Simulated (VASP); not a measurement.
Write the native input for VASP 6.6.1 that does the following.

```
Task                               : single point
Functional                         : r2SCANh
Potentials or basis                : VASP PAW PBE potentials, release 64 (Zn, Se)
Cutoff                             : 520 eV
k mesh                             : 6 × 6 × 6
Occupations                        : gaussian, width 0.01 eV
Spin                               : no spin polarisation
Dipole correction                  : no
Grid for exact exchange (PRECFOCK) : Normal
Further INCAR settings             : ALGO = Normal; EDIFF = 1e-06; NBANDS = 16
Share of exact exchange            : 0.1
```

Crystal: ZnSe.

```xyz
2
Lattice="0.0000 2.8324 2.8324 2.8324 0.0000 2.8324 2.8324 2.8324 0.0000" Properties=species:S:1:pos:R:3 pbc="T T T"
Zn    0.0000    0.0000    0.0000
Se    1.4162    1.4162    1.4162
```

One way to write it, as run:

POSCAR

```
ZnSe
1.0
    0.0000000000      2.8324246760      2.8324246760
    2.8324246760      0.0000000000      2.8324246760
    2.8324246760      2.8324246760      0.0000000000
Zn Se
1 1
Direct
    0.0000000000      0.0000000000      0.0000000000
    0.2500000000      0.2500000000      0.2500000000
```

INCAR.step1

```
  PREC = Accurate
  ENCUT = 520
  EDIFF = 1E-5
  ISMEAR = 0
  SIGMA = 0.01
  LREAL = False
  LASPH = True
  NELM = 100
  ALGO = Normal
  ISIF = 2
  LWAVE = True
  LCHARG = False
  GGA = PE
  NBANDS = 16
```

INCAR.step2

```
  PREC = Accurate
  ENCUT = 520
  EDIFF = 1E-6
  ISMEAR = 0
  SIGMA = 0.01
  LREAL = False
  LASPH = True
  NELM = 100
  ALGO = Normal
  ISIF = 2
  LWAVE = False
  LCHARG = False
  METAGGA = R2SCAN
  LHFCALC = True
  AEXX = 0.1
  LMIXTAU = True
  PRECFOCK = Normal
  ISTART = 1
  NBANDS = 16
```

KPOINTS

```
Automatic mesh
0
Gamma
  6 6 6
```

Potentials or basis: VASP PAW PBE potentials, release 64 (Zn, Se).

Launch:

```console
$ cat potpaw_PBE.64/Zn/POTCAR potpaw_PBE.64/Se/POTCAR > POTCAR
$ cp INCAR.step1 INCAR
$ mpirun -np 1 vasp_std > vasp.out
$ cp INCAR.step2 INCAR
$ mpirun -np 1 vasp_std > vasp.out
```

Results of the run:

```
Pressure               : 0.0 GPa
Band gap on the k mesh : 2.48 eV
```

Caveat: the PAW data sets were made with another functional, which shifts forces and pressure a little.

It took 31 min on 1 thread of AMD EPYC 9R45 96-Core Processor (Zen 5), on a shared host, peak memory 0.17 GiB.
